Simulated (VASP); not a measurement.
# CuSi3 (I4/mmm) in VASP: relaxation of cell and atoms with PBE

Aim: the relaxation of cell and atoms of CuSi3 with PBE.

Program: VASP 6.6.1. These are calculated values, not measurements. Logs are shortened: lines on timing, memory, paths and dates and some standing lists are left out, and cuts for length are marked.

## 1. The cell of the first run

Symmetry: I4/mmm, No. 139, tetragonal system. The conventional cell has a = 3.724 Å, b = 3.724 Å, c = 8.319 Å, α = 90.00°, β = 90.00°, γ = 90.00°. Si (site symmetry 4/mmm) has 4 Cu at 2.63 Å and 8 Si at 2.79 Å within 3.5 Å. Si (site symmetry -4m2) has 8 Si at 2.63 to 2.79 Å and 4 Cu at 2.79 Å within 3.5 Å. Cu (site symmetry 4/mmm) has 12 Si at 2.63 to 2.79 Å within 3.5 Å.

## 2. Relaxation of cell and atoms, PBE

The input, INCAR:

```
SYSTEM = CuSi3
PREC = Accurate
ENCUT = 600
EDIFF = 1E-7
ISMEAR = 0
SIGMA = 0.1
LREAL = .False.
LASPH = .True.
NELM = 100
ALGO = Normal
ISIF = 3
LWAVE = .False.
LCHARG = .False.
GGA = PE
IBRION = 2
NSW = 100
EDIFFG = -0.01
```

The input, KPOINTS:

```
Automatic mesh
0
Gamma
  18 18 18
  0 0 0
```

The input, POSCAR:

```
CuSi3
1.0
   -1.8621272260      1.8621272260      4.1595569204
    1.8621272260     -1.8621272260      4.1595569204
    1.8621272260      1.8621272260     -4.1595569204
Si Cu
3 1
Direct
    0.5000000000      0.5000000000      0.0000000000
    0.2500000000      0.7500000000      0.5000000000
    0.7500000000      0.2500000000      0.5000000000
    0.0000000000      0.0000000000      0.0000000000
```

Potentials or basis: VASP PAW PBE potentials, release 64 (Si, Cu).

Started as:

```
$ cat potpaw_PBE.64/Si/POTCAR potpaw_PBE.64/Cu/POTCAR > POTCAR
$ mpirun -np 1 vasp_std > vasp.out
```

OUTCAR:

```text
SYSTEM = CuSi3
   PREC = Accurate
   ENCUT = 600
   EDIFF = 1E-7
   ISMEAR = 0
   LREAL = .False.
   LASPH = .True.
   NELM = 100
   ISIF = 3
   GGA = PE
   IBRION = 2
   NSW = 100
   EDIFFG = -0.01

 ion  position               nearest neighbor table
   1  0.500  0.500  0.000-   4 2.63   4 2.63   4 2.63   4 2.63   3 2.79   2 2.79   3 2.79   3 2.79
                             2 2.79   2 2.79   3 2.79   2 2.79
   2  0.250  0.750  0.500-   3 2.63   3 2.63   3 2.63   3 2.63   4 2.79   1 2.79   4 2.79   1 2.79
                             4 2.79   4 2.79   1 2.79   1 2.79
   3  0.750  0.250  0.500-   2 2.63   2 2.63   2 2.63   2 2.63   4 2.79   1 2.79   4 2.79   4 2.79
                             1 2.79   1 2.79   4 2.79   1 2.79
   4  0.000  0.000  0.000-   1 2.63   1 2.63   1 2.63   1 2.63   3 2.79   2 2.79   3 2.79   2 2.79
                             3 2.79   3 2.79   2 2.79   2 2.79

  LATTYP: Found a body centered tetragonal cell.
 ALAT       =     3.7242544520
 C/A-ratio  =     2.2337662338

  Lattice vectors:

 A1 = (  -1.8621272260,   1.8621272260,   4.1595569204)
 A2 = (   1.8621272260,  -1.8621272260,   4.1595569204)
 A3 = (   1.8621272260,   1.8621272260,  -4.1595569204)

Analysis of symmetry for initial positions (statically):
=====================================================================
 Subroutine PRICEL returns:
 Original cell was already a primitive cell.

 Routine SETGRP: Setting up the symmetry group for a
 body centered tetragonal supercell.

 Subroutine GETGRP returns: Found 16 space group operations
 (whereof 16 operations were pure point group operations)
 out of a pool of 16 trial point group operations.

The static configuration has the point symmetry D_4h.

Analysis of symmetry for dynamics (positions and initial velocities):
=====================================================================
 Subroutine PRICEL returns:
 Original cell was already a primitive cell.

 Routine SETGRP: Setting up the symmetry group for a
 body centered tetragonal supercell.

 Subroutine GETGRP returns: Found 16 space group operations
 (whereof 16 operations were pure point group operations)
 out of a pool of 16 trial point group operations.

The dynamic configuration has the point symmetry D_4h.

 Subroutine INISYM returns: Found 16 space group operations
 (whereof 16 operations are pure point group operations),
 and found     1 'primitive' translations

----------------------------------------------------------------------------------------

                                     Primitive cell

  volume of cell :      57.6934

  direct lattice vectors                    reciprocal lattice vectors
[... 131 lines left out ...]

 number of electron      23.0000005 magnetization

 Free energy of the ion-electron system (eV)
  ---------------------------------------------------
  ext. energy  EPLUGINS =         0.00000000
  ---------------------------------------------------
  free energy    TOTEN  =       -18.28467007 eV

  energy without entropy =      -18.27462546  energy(sigma->0) =      -18.27964776

------------------------ aborting loop because EDIFF is reached ----------------------------------------

  FORCE on cell =-STRESS in cart. coord.  units (eV):
  Direction    XX          YY          ZZ          XY          YZ          ZX
  --------------------------------------------------------------------------------------
  -------------------------------------------------------------------------------------
  Total       -0.6074918     -0.6074918     -0.8276047      0.0000000     -0.0000000      0.0000000
  in kB      -16.8703932    -16.8703932    -22.9830544      0.0000000     -0.0000000      0.0000000
  external PRESSURE =     -18.9079469 kB  Pullay stress =       0.0000000 kB
[... 95 lines left out ...]
  FREE ENERGIE OF THE ION-ELECTRON SYSTEM (eV)
  ---------------------------------------------------
  free  energy   TOTEN  =       -18.2918661137 eV

  energy  without entropy=      -18.2823603193  energy(sigma->0) =      -18.28711322

 E-fermi :  10.0165     XC(G=0): -11.6001

 val. band max:       10.0131887767   @ k =  -0.4444  -0.4444   0.2778
 cond. band min:      10.0192796258   @ k =   0.3333   0.2222   0.1111
 fundamental gap:      0.0060908492
 Fermi energy:        10.0165283867

 k-point     1 :       0.0000    0.0000    0.0000
  band No.  band energies     occupation
      1      -3.9782      2.00000
      2       5.1695      2.00000
      3       5.1695      2.00000
      4       5.3700      2.00000
      5       5.6780      2.00000
      6       6.3189      2.00000
      7       6.5712      2.00000
      8       7.2503      2.00000
      9       8.2371      2.00000
     10       8.2371      2.00000
     11       8.9249      2.00000
     12       8.9249      2.00000
     13       9.0139      2.00000
     14       9.9052      1.88452
[... 403 lines left out ...]
      4       5.0619      2.00000
      5       5.5683      2.00000
      6       5.9389      2.00000
      7       6.5665      2.00000
      8       6.8646      2.00000
      9       7.4252      2.00000
     10       7.9379      2.00000
     11       8.8450      2.00000
     12       9.5306      2.00000
     13      10.5035      0.00000
     14      10.9236      0.00000
     15      11.8027      0.00000

 [... further k-points ...]

[... ionic steps 4 to 18 ...]

--------------------------------------- Ionic step       19  -------------------------------------------

 number of electron      22.9999998 magnetization

------------------------ aborting loop because EDIFF is reached ----------------------------------------
[... 71 lines left out ...]
--------------------------------------- Ionic step       21  -------------------------------------------

 number of electron      22.9999998 magnetization

 Free energy of the ion-electron system (eV)
  ---------------------------------------------------
  ext. energy  EPLUGINS =         0.00000000
  ---------------------------------------------------
  free energy    TOTEN  =       -18.41616391 eV

  energy without entropy =      -18.40826344  energy(sigma->0) =      -18.41221367

 E-fermi :   9.6487     XC(G=0): -11.4747

 val. band max:        9.6454961866   @ k =  -0.3333   0.5000   0.2222
 cond. band min:       9.6525638238   @ k =  -0.3889   0.4444   0.2222
 fundamental gap:      0.0070676372
 Fermi energy:         9.6486589452

 k-point     1 :       0.0000    0.0000    0.0000
  band No.  band energies     occupation
      1      -4.0996      2.00000
      2       4.9649      2.00000
      3       4.9649      2.00000
      4       5.1719      2.00000
      5       5.3162      2.00000
      6       6.0676      2.00000
      7       6.0924      2.00000
      8       6.8171      2.00000
      9       7.9887      2.00000
     10       7.9887      2.00000
     11       8.4485      2.00000
     12       8.5503      2.00000
     13       8.5503      2.00000
     14       9.6017      1.49293
[... 446 lines left out ...]
  FREE ENERGIE OF THE ION-ELECTRON SYSTEM (eV)
  ---------------------------------------------------
  free  energy   TOTEN  =       -18.4161639075 eV

  energy  without entropy=      -18.4082634398  energy(sigma->0) =      -18.41221367

 reached required accuracy - stopping structural energy minimisation
```

OSZICAR:

```text
N       E                     dE             d eps       ncg     rms          rms(c)
DAV:   1     0.109200577042E+03    0.10920E+03   -0.10898E+04 14423   0.181E+03
DAV:   2    -0.128586548965E+02   -0.12206E+03   -0.11908E+03 15030   0.305E+02
DAV:   3    -0.204511157215E+02   -0.75925E+01   -0.73642E+01 20768   0.721E+01
DAV:   4    -0.206285253384E+02   -0.17741E+00   -0.17648E+00 17634   0.973E+00
[... 218 lines left out ...]
DAV:   7    -0.184161641488E+02    0.78445E-05   -0.61820E-05 22092   0.245E-01    0.600E-03
DAV:   8    -0.184161643215E+02   -0.17271E-06   -0.59294E-06 20953   0.280E-02    0.486E-03
DAV:   9    -0.184161641387E+02    0.18274E-06   -0.49481E-08 10238   0.210E-03    0.296E-03
DAV:  10    -0.184161639169E+02    0.22180E-06   -0.23587E-07 11470   0.124E-02    0.579E-04
DAV:  11    -0.184161639075E+02    0.93944E-08   -0.11750E-07  9457   0.406E-03
  21 F= -.18416164E+02 E0= -.18412214E+02  d E =-.834911E-02
```

Wall time 1.6 h (1 thread of AMD EPYC 9R45 (Zen 5), shared host); peak memory 0.65 GiB.

Results:

* Free energy: -18.4162 eV
* Relaxed volume: 13.94 Å³/atom
* Relaxed cell: a = 4.524 Å, b = 4.524 Å, c = 4.524 Å, α = 128.04°, β = 128.04°, γ = 76.55°
* Space group after relaxing (to 0.1 Å): I4/mmm (No. 139)
* Energy gained by relaxing: 32.9 meV/atom
* Ionic steps: 21
* Pressure after relaxing: 0.0 GPa
* Band gap on the k mesh: zero (an odd number of electrons rules out a gap without spin polarisation)

Step by step:
| step | energy change (eV) | largest force (eV/Å) | pressure (GPa) | volume (Å³) |
| --- | --- | --- | --- | --- |
| 1 | 0.0000 | 0.0000 | -1.89 | 57.69 |
| 2 | -0.0070 | 0.0000 | 0.40 | 56.28 |
| 3 | -0.0072 | 0.0000 | 0.03 | 56.49 |
| 4 | -0.0072 | 0.0000 | 0.07 | 56.47 |
| 5 | -0.0081 | 0.0000 | 0.08 | 56.44 |
| 6 | -0.0115 | 0.0000 | 0.14 | 56.38 |
| 7 | -0.0221 | 0.0000 | 0.23 | 56.22 |
| 8 | -0.0527 | 0.0000 | 0.39 | 55.85 |
| 9 | -0.1175 | 0.0000 | 1.68 | 54.85 |
| 10 | 0.2355 | 0.0000 | 10.59 | 51.74 |
| 11 | -0.1127 | 0.0000 | 2.98 | 54.22 |
| 12 | -0.1229 | 0.0000 | 2.21 | 54.56 |
| 13 | -0.1225 | 0.0000 | 2.34 | 54.51 |
| 14 | -0.1227 | 0.0000 | 2.30 | 54.53 |
| 15 | -0.1231 | 0.0000 | 2.21 | 54.57 |
| 16 | -0.1237 | 0.0000 | 2.15 | 54.61 |
| 17 | -0.1251 | 0.0000 | 1.92 | 54.72 |
| 18 | -0.1276 | 0.0000 | 1.50 | 54.95 |
| 19 | -0.1307 | 0.0000 | 0.66 | 55.40 |
| 20 | -0.1298 | 0.0000 | -0.92 | 56.32 |
| 21 | -0.1315 | 0.0000 | -0.01 | 55.77 |

Final structure:
```
Si Cu
1.0
    -1.98150    1.98150    3.55124
     1.98150   -1.98150    3.55124
     1.98150    1.98150   -3.55124
Si Cu
3 1
Direct
  0.50000 0.50000 0.00000
  0.25000 0.75000 0.50000
  0.75000 0.25000 0.50000
  0.00000 0.00000 0.00000
```
